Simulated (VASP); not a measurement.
# Ga15CuHN16 (a cell with a defect) in VASP: a series of runs

Runs on Ga15CuHN16 (a cell with a defect). Level: PBE. Tasks: single point.

All numbers are computed with VASP 6.6.1; they aren't measurements. Logs are shortened: lines on timing, memory, paths and dates and some standing lists are left out, and cuts for length are marked.

**1. The cell of the first run**

The cell holds a defect, 33 atoms: a = 6.437 Å, b = 6.437 Å, c = 10.487 Å, α = 90.00°, β = 90.00°, γ = 120.00°.

**2. Single point, PBE**

Input file INCAR:

```
SYSTEM = Ga15CuHN16
PREC     = Accurate       ! precision mode
ENCUT    = 520            ! plane-wave cutoff, eV
EDIFF    = 1E-6           ! SCF threshold, eV
ISMEAR   = 0              ! smearing method
SIGMA    = 0.01           ! smearing width, eV
LREAL    = Auto         
LASPH    = .TRUE.         ! aspherical terms in the spheres
NELM     = 60             ! most SCF steps
ALGO     = Normal         ! electronic algorithm
ISIF     = 2              ! what is computed and relaxed
LWAVE    = .FALSE.        ! write WAVECAR
LCHARG   = .FALSE.        ! write CHGCAR
GGA      = PE             ! functional
NBANDS   = 166            ! bands
NELECT   = 288.0
```

Input file KPOINTS:

```
Automatic mesh
0
Gamma
  1 1 1
  0.25 0.25 0.25
```

Input file POSCAR:

```
Ga15CuHN16
1.0
    6.4372426918      0.0000000000      0.0000000000
   -3.2186213459      5.5748157015      0.0000000000
    0.0000000000      0.0000000000     10.4870679887
Ga N Cu H
15 16 1 1
Direct
    0.3488879893      0.1738251823      0.2432397207
    0.1608548478      0.3433189796      0.5027137174
    0.3357122203      0.1669320907      0.7491065195
    0.1677531295      0.3367691216      0.9996266336
    0.3383568155      0.6691386132      0.2491732704
    0.1566041825      0.8140907043      0.5038912805
    0.3372106793      0.6673635019      0.7500932795
    0.1674744366      0.8361291897      0.9991607364
    0.8395037516      0.1702371062      0.2523874606
    0.8319552005      0.1668945100      0.7491078485
    0.6691700425      0.3371223355      0.9960672847
    0.8379482627      0.6696537266      0.2502053209
    0.6702726663      0.8408949354      0.4978153569
    0.8302011968      0.6625027500      0.7494708092
    0.6685314904      0.8377113306      1.0003925617
    0.2709348519      0.1335038092      0.4253085663
    0.1738923046      0.3379183242      0.1863848696
    0.3326136241      0.1686873416      0.9396507379
    0.1677130628      0.3339256909      0.6901554251
    0.3361186702      0.6693910195      0.4376425342
    0.1731472221      0.8360223243      0.1859336840
    0.3355306427      0.6699863751      0.9379717725
    0.1664945491      0.8318229186      0.6915991551
    0.8352226185      0.1667563351      0.4356535509
    0.6772250723      0.3386728461      0.1845672147
    0.8364650524      0.1686944504      0.9391622068
    0.6648389946      0.3311104418      0.7021044592
    0.8349449764      0.6835922596      0.4319096577
    0.6700192341      0.8366744817      0.1868053744
    0.8354752510      0.6723701188      0.9397080843
    0.6685936722      0.8344435658      0.6884496444
    0.7154304089      0.3692258877      0.5151553019
    0.0904289694      0.0409807704      0.3951221231
```

Potentials or basis: VASP PAW PBE potentials, release 64 (Ga_d, N, Cu, H).

Command:

```
cat potpaw_PBE.64/Ga_d/POTCAR potpaw_PBE.64/N/POTCAR potpaw_PBE.64/Cu/POTCAR potpaw_PBE.64/H/POTCAR > POTCAR
mpirun -np 1 vasp_std > vasp.out
```

OUTCAR:

```text
SYSTEM = Ga15CuHN16
   PREC = Accurate
   ENCUT = 520
   EDIFF = 1E-6
   ISMEAR = 0
   LREAL = Auto
   LASPH = .TRUE.
   NELM = 60
   ISIF = 2
   GGA = PE
   NELECT = 288.0

 ion  position               nearest neighbor table
   1  0.349  0.174  0.243-  25 1.93  16 1.96  21 1.98  17 1.98
   2  0.161  0.343  0.503-  20 1.94  24 1.95  19 1.97  16 1.99
   3  0.336  0.167  0.749-  27 1.90  23 1.96  19 1.97  18 2.00
   4  0.168  0.337  1.000-  26 1.95  17 1.96  18 1.96  22 1.97
   5  0.338  0.669  0.249-  17 1.96  29 1.96  21 1.97  20 1.98
   6  0.157  0.814  0.504-  20 1.94  28 1.96  23 1.97  16 1.98  32 2.85
   7  0.337  0.667  0.750-  31 1.96  19 1.96  23 1.97  22 1.97
   8  0.167  0.836  0.999-  30 1.95  18 1.96  21 1.96  22 1.97
   9  0.840  0.170  0.252-  24 1.92  25 1.98  29 1.98  17 1.99
  10  0.832  0.167  0.749-  27 1.91  31 1.96  19 1.97  26 1.99
  11  0.669  0.337  0.996-  30 1.96  26 1.96  18 1.97  25 1.98
  12  0.838  0.670  0.250-  28 1.91  25 1.97  29 1.98  21 1.99
[... 18 lines left out ...]
  31  0.669  0.834  0.688-   7 1.96  10 1.96  14 1.97  13 2.00
  32  0.715  0.369  0.515-  28 1.97  27 1.98  24 2.00   6 2.85
  33  0.090  0.041  0.395-  16 1.06

  LATTYP: Found a hexagonal cell.
 ALAT       =     6.4372426918
 C/A-ratio  =     1.6291242215

  Lattice vectors:

 A1 = (   6.4372426918,   0.0000000000,   0.0000000000)
 A2 = (  -3.2186213459,   5.5748157015,   0.0000000000)
 A3 = (   0.0000000000,   0.0000000000,  10.4870679887)

Analysis of symmetry for initial positions (statically):
=====================================================================
 Subroutine PRICEL returns:
 Original cell was already a primitive cell.

 Routine SETGRP: Setting up the symmetry group for a
 hexagonal supercell.

 Subroutine GETGRP returns: Found  1 space group operations
 (whereof  1 operations were pure point group operations)
 out of a pool of 24 trial point group operations.

The static configuration has the point symmetry C_1 .

Analysis of symmetry for dynamics (positions and initial velocities):
=====================================================================
 Subroutine PRICEL returns:
 Original cell was already a primitive cell.

 Routine SETGRP: Setting up the symmetry group for a
 hexagonal supercell.

 Subroutine GETGRP returns: Found  1 space group operations
 (whereof  1 operations were pure point group operations)
 out of a pool of 24 trial point group operations.

The dynamic configuration has the point symmetry C_1 .

 Subroutine INISYM returns: Found  1 space group operations
 (whereof  1 operations are pure point group operations),
 and found     1 'primitive' translations

----------------------------------------------------------------------------------------

                                     Primitive cell

  volume of cell :     376.3436

  direct lattice vectors                    reciprocal lattice vectors
     6.437242692  0.000000000  0.000000000     0.155346015  0.089689064  0.000000000
    -3.218621346  5.574815702  0.000000000     0.000000000  0.179378127  0.000000000
     0.000000000  0.000000000 10.487067989     0.000000000  0.000000000  0.095355537

  length of vectors
     6.437242692  6.437242692 10.487067989     0.179378127  0.179378127  0.095355537

  position of ions in fractional coordinates (direct lattice)
     0.348887989  0.173825182  0.243239721
     0.160854848  0.343318980  0.502713717
     0.335712220  0.166932091  0.749106520
     0.167753129  0.336769122  0.999626634
     0.338356815  0.669138613  0.249173270
     0.156604182  0.814090704  0.503891280
[... 25 lines left out ...]
     0.715430409  0.369225888  0.515155302
     0.090428969  0.040980770  0.395122123

  ion indices of the primitive-cell ions
   primitive index   ion index
                 1           1
                 2           2
                 3           3
                 4           4
                 5           5
                 6           6
[... 25 lines left out ...]
                32          32
                33          33

----------------------------------------------------------------------------------------

 KPOINTS: Automatic mesh

Automatic generation of k-mesh.
 Grid dimensions read from file:
 generate k-points for:    1    1    1

 Generating k-lattice:

  Cartesian coordinates                     Fractional coordinates (reciprocal lattice)
     0.155346015  0.089689064  0.000000000     1.000000000 -0.000000000  0.000000000
     0.000000000  0.179378127  0.000000000     0.000000000  1.000000000  0.000000000
     0.000000000  0.000000000  0.095355537     0.000000000  0.000000000  1.000000000

  Length of vectors
     0.179378127  0.179378127  0.095355537

  Shift w.r.t. Gamma in fractional coordinates (k-lattice)
     0.250000000  0.250000000  0.250000000

 Subroutine IBZKPT returns following result:
 ===========================================

 Found      6 irreducible k-points:

[... 47 lines left out ...]
   GGA     = PE    functional components
   LHFCALC =     F    Hartree Fock is set to
   AEXX    =    0.0000 exact exchange contribution
   IVDW    =     0    specifies the selected vdW correction
   LEPSILON=     F    determine dielectric tensor
   LRPA    =     F    only Hartree local field effects (RPA)
 non-spin polarized calculation
 Gauss-broadening in eV      SIGMA  =   0.01
  energy-cutoff  :      520.00
  volume of cell :      376.34
 maximum number of plane-waves:     10144
   NGX = 23   NGY = 23   NGZ = 39

 number of electron     287.9999963 magnetization

 Free energy of the ion-electron system (eV)
  ---------------------------------------------------
  ext. energy  EPLUGINS =         0.00000000
  ---------------------------------------------------
  free energy    TOTEN  =      -192.60967120 eV

  energy without entropy =     -192.60967120  energy(sigma->0) =     -192.60967120

 E-fermi :   6.8125     XC(G=0): -11.5656

 val. band max:        6.7110067643   @ k =  -0.2500  -0.2500   0.2500
 cond. band min:       8.8674033553   @ k =   0.5000  -0.2500   0.2500
 fundamental gap:      2.1563965910
 Fermi energy:         6.8125475632

 k-point     1 :       0.2500    0.2500    0.2500
  band No.  band energies     occupation
      1     -11.1439      2.00000
      2     -10.5091      2.00000
      3     -10.3090      2.00000
      4     -10.2718      2.00000
      5     -10.2168      2.00000
      6     -10.1545      2.00000
[... 148 lines left out ...]
    155      10.8971      0.00000
    156      11.0087      0.00000

 k-point     2 :      -0.2500    0.5000    0.2500
  band No.  band energies     occupation
      1     -11.1327      2.00000
      2     -10.5190      2.00000
      3     -10.3164      2.00000
      4     -10.2572      2.00000
      5     -10.2360      2.00000
      6     -10.1502      2.00000
[... 148 lines left out ...]
    155      10.8179      0.00000
    156      11.0449      0.00000

 k-point     3 :       0.5000    0.2500    0.2500
  band No.  band energies     occupation
      1     -11.1440      2.00000
      2     -10.5165      2.00000
      3     -10.3070      2.00000
      4     -10.2529      2.00000
      5     -10.2277      2.00000
      6     -10.1464      2.00000
[... 148 lines left out ...]
    155      10.8700      0.00000
    156      11.0259      0.00000

 k-point     4 :      -0.2500   -0.2500    0.2500
  band No.  band energies     occupation
      1     -11.1433      2.00000
      2     -10.5165      2.00000
      3     -10.3066      2.00000
      4     -10.2539      2.00000
      5     -10.2264      2.00000
      6     -10.1470      2.00000
[... 148 lines left out ...]
    155      10.8882      0.00000
    156      11.0360      0.00000

 k-point     5 :       0.2500    0.5000    0.2500
  band No.  band energies     occupation
      1     -11.1326      2.00000
      2     -10.5196      2.00000
      3     -10.3134      2.00000
      4     -10.2581      2.00000
      5     -10.2381      2.00000
      6     -10.1510      2.00000
[... 148 lines left out ...]
    155      10.8185      0.00000
    156      11.0332      0.00000

 k-point     6 :       0.5000   -0.2500    0.2500
  band No.  band energies     occupation
      1     -11.1446      2.00000
      2     -10.5097      2.00000
      3     -10.3062      2.00000
      4     -10.2713      2.00000
      5     -10.2201      2.00000
      6     -10.1558      2.00000
[... 148 lines left out ...]
    155      10.8781      0.00000
    156      11.0072      0.00000
 [bands above 156 left out]

------------------------ aborting loop because EDIFF is reached ----------------------------------------

  FORCE on cell =-STRESS in cart. coord.  units (eV):
  Direction    XX          YY          ZZ          XY          YZ          ZX
  --------------------------------------------------------------------------------------
  -------------------------------------------------------------------------------------
  Total       11.0576909     13.4485931     20.9884658     -1.9594633     -0.7443213     -0.8785404
  in kB       47.0750235     57.2536204     89.3525178     -8.3418666     -3.1687395     -3.7401399
  external PRESSURE =      64.5603872 kB  Pullay stress =       0.0000000 kB

 VOLUME and BASIS-vectors are now :
 -----------------------------------------------------------------------------
  energy-cutoff  :      520.00
  volume of cell :      376.34
      direct lattice vectors                 reciprocal lattice vectors
     6.437242692  0.000000000  0.000000000     0.155346015  0.089689064  0.000000000
    -3.218621346  5.574815702  0.000000000     0.000000000  0.179378127  0.000000000
     0.000000000  0.000000000 10.487067989     0.000000000  0.000000000  0.095355537

 POSITION                                       TOTAL-FORCE (eV/Angst)
 -----------------------------------------------------------------------------------
      1.68640      0.96904      2.55087        -0.035771      0.006106     -0.029136
     -0.06955      1.91394      5.27199        -0.004584      0.002869     -0.007982
      1.62377      0.93062      7.85593        -0.025080      0.039911     -0.016847
     -0.00406      1.87743     10.48315         0.052563     -0.023224     -0.006225
      0.02438      3.73032      2.61310        -0.065987      0.048236      0.011183
     -1.61215      4.53841      5.28434         0.007911     -0.039703      0.016028
[... 25 lines left out ...]
      3.41700      2.05837      5.40247         0.027406     -0.002276     -0.061239
      0.45021      0.22846      4.14367         0.037482      0.076855      0.012715
 -----------------------------------------------------------------------------------
    total drift:                               -0.008066     -0.002015      0.003418

  FREE ENERGIE OF THE ION-ELECTRON SYSTEM (eV)
  ---------------------------------------------------
  free  energy   TOTEN  =      -192.6096712048 eV

  energy  without entropy=     -192.6096712048  energy(sigma->0) =     -192.60967120
```

Wall time 19 min (1 thread of Intel Xeon Platinum 8488C (Sapphire Rapids), shared host); peak memory 0.6 GiB.

Results:

```yaml
Free_energy: -192.6097 eV
Largest_force: 0.225 eV/Å
```

Forces in eV/Å, atoms in the order of the input:
```
Ga  -0.036  0.006 -0.029
Ga  -0.005  0.003 -0.008
Ga  -0.025  0.040 -0.017
Ga   0.053 -0.023 -0.006
Ga  -0.066  0.048  0.011
Ga   0.008 -0.040  0.016
Ga  -0.051  0.040 -0.004
Ga   0.055 -0.027  0.012
Ga  -0.064  0.020  0.050
Ga  -0.052  0.035  0.012
Ga   0.054 -0.028 -0.010
Ga  -0.028  0.031 -0.012
Ga   0.046  0.020 -0.028
Ga  -0.052  0.020 -0.021
Ga   0.053 -0.029  0.003
N   -0.056  0.146  0.012
N    0.007 -0.028  0.013
N    0.000 -0.006 -0.003
N    0.008 -0.004  0.045
N   -0.014 -0.019 -0.018
N    0.011  0.004 -0.024
N    0.002 -0.009  0.004
N    0.023 -0.006 -0.090
N    0.017 -0.109 -0.075
N   -0.019  0.003  0.013
N    0.003 -0.002  0.022
N   -0.028 -0.004  0.022
N    0.080 -0.143  0.154
N    0.000  0.000 -0.008
N    0.002  0.000 -0.017
N    0.006 -0.016  0.032
Cu   0.027 -0.002 -0.061
H    0.037  0.077  0.013
```

Levels at points of the mesh, in eV from the Fermi level:
```csv
k point,band 140,band 141,band 142,band 143,band 144,band 145,band 146,band 147,band 148,band 149
"(0.25, 0.25, 0.25)",-1.22,-1.12,-1.01,-0.24,-0.11,2.07,2.80,2.98,3.05,3.18
```

Caveat: the k points lie up to 0.56 Å⁻¹ apart; the cell carries a net charge on a neutralising background, which shifts energy and pressure; the cell is charged against a uniform background, so pressure and absolute levels hang on convention.

**3. Single point, PBE**

Input file INCAR:

```
ALGO = Normal
EDIFF = 1E-6
ENCUT = 520
GGA = PE
ISIF = 2
ISMEAR = 0
LASPH = True
LCHARG = True
LELF = True
LREAL = Auto
LVHAR = True
LWAVE = False
NBANDS = 166
NELECT = 286.0
NELM = 100
PREC = Accurate
SIGMA = 0.01
```

KPOINTS is that of step 2.

Input file POSCAR:

```
Ga15CuHN16
1.0
    6.4372426918      0.0000000000      0.0000000000
   -3.2186213459      5.5748157015      0.0000000000
    0.0000000000      0.0000000000     10.4870679887
Ga N Cu H
15 16 1 1
Direct
    0.3404138320      0.1685994221      0.2417795574
    0.1699726354      0.3457457624      0.5084840428
    0.3421106479      0.1652163354      0.7479892643
    0.1679620751      0.3344067082      0.9994652714
    0.3323546834      0.6651135778      0.2498075314
    0.1652976567      0.8229896866      0.5079279882
    0.3408111563      0.6655284147      0.7549816132
    0.1677385919      0.8336215129      0.9992360190
    0.8331543377      0.1668624944      0.2510300450
    0.8418556518      0.1621027252      0.7509201754
    0.6701596403      0.3345776661      0.9993988250
    0.8319424454      0.6663537148      0.2491789922
    0.6582742143      0.8335235515      0.5045636249
    0.8398788672      0.6657814265      0.7507142250
    0.6682391638      0.8338862357      1.0007987615
    0.2700234511      0.1347131031      0.4277597433
    0.1666172232      0.3325026208      0.1892351470
    0.3377299871      0.1684744022      0.9382774110
    0.1762296128      0.3338382590      0.6929349103
    0.3313104086      0.6671268745      0.4393935718
    0.1655331366      0.8310909627      0.1888854217
    0.3358163445      0.6673494481      0.9414902755
    0.1736799849      0.8309952557      0.6922613195
    0.8309760607      0.1614547731      0.4470632867
    0.6714730239      0.3349981224      0.1889234939
    0.8347817448      0.1663598887      0.9391558150
    0.6790505889      0.3308099897      0.6854760006
    0.8296252951      0.6805087068      0.4415128423
    0.6666041795      0.8339362320      0.1908458141
    0.8347989812      0.6662853479      0.9387029871
    0.6715924852      0.8299042351      0.6915510917
    0.7271014182      0.3716485897      0.4999276290
    0.0913673859      0.0429939867      0.3960656519
```

Potentials or basis: VASP PAW PBE potentials, release 64 (Ga_d, N, Cu, H).

Command:

```
cat potpaw_PBE.64/Ga_d/POTCAR potpaw_PBE.64/N/POTCAR potpaw_PBE.64/Cu/POTCAR potpaw_PBE.64/H/POTCAR > POTCAR
mpirun -np 1 vasp_std > vasp.out
```

Run time: 21 min. Hardware: 1 thread of Intel Xeon Platinum 8488C (Sapphire Rapids), shared host; peak memory 0.59 GiB.

The run converged. Its results:

```
Free energy   : -203.7045 eV
Largest force : 0.278 eV/Å
```

Forces in eV/Å, atoms in the order of the input:
```
Ga  -0.048  0.001 -0.063
Ga  -0.036 -0.021  0.010
Ga  -0.101  0.006  0.051
Ga   0.049 -0.027  0.022
Ga  -0.048  0.014  0.006
Ga   0.072 -0.094 -0.007
Ga  -0.026  0.044  0.026
Ga   0.095 -0.028  0.022
Ga  -0.029  0.026 -0.005
Ga   0.006 -0.022  0.026
Ga   0.034 -0.048 -0.005
Ga  -0.013 -0.008 -0.036
Ga   0.022 -0.051  0.061
Ga  -0.077  0.050 -0.024
Ga   0.016 -0.023 -0.008
N   -0.051  0.081 -0.041
N   -0.026  0.001 -0.005
N    0.030 -0.023 -0.031
N   -0.020  0.003 -0.054
N   -0.039 -0.040 -0.018
N    0.018  0.045 -0.036
N   -0.010  0.009  0.003
N    0.013  0.014  0.020
N    0.005 -0.056 -0.114
N   -0.011  0.017  0.036
N    0.021  0.034 -0.034
N   -0.024  0.179  0.012
N    0.067  0.037  0.223
N   -0.018  0.005  0.000
N   -0.016 -0.006  0.043
N   -0.025  0.019 -0.017
Cu   0.112 -0.241 -0.084
H    0.057  0.103  0.020
```

Levels at points of the mesh, in eV from the Fermi level:
```csv
k point,band 140,band 141,band 142,band 143,band 144,band 145,band 146,band 147
"(0.25, 0.25, 0.25)",-0.75,-0.69,-0.61,-0.08,0.19,4.09,4.83,5.01
```

Caveat: the k points lie up to 0.56 Å⁻¹ apart; the cell carries a net charge on a neutralising background, which shifts energy and pressure; the cell is charged against a uniform background, so pressure and absolute levels hang on convention.
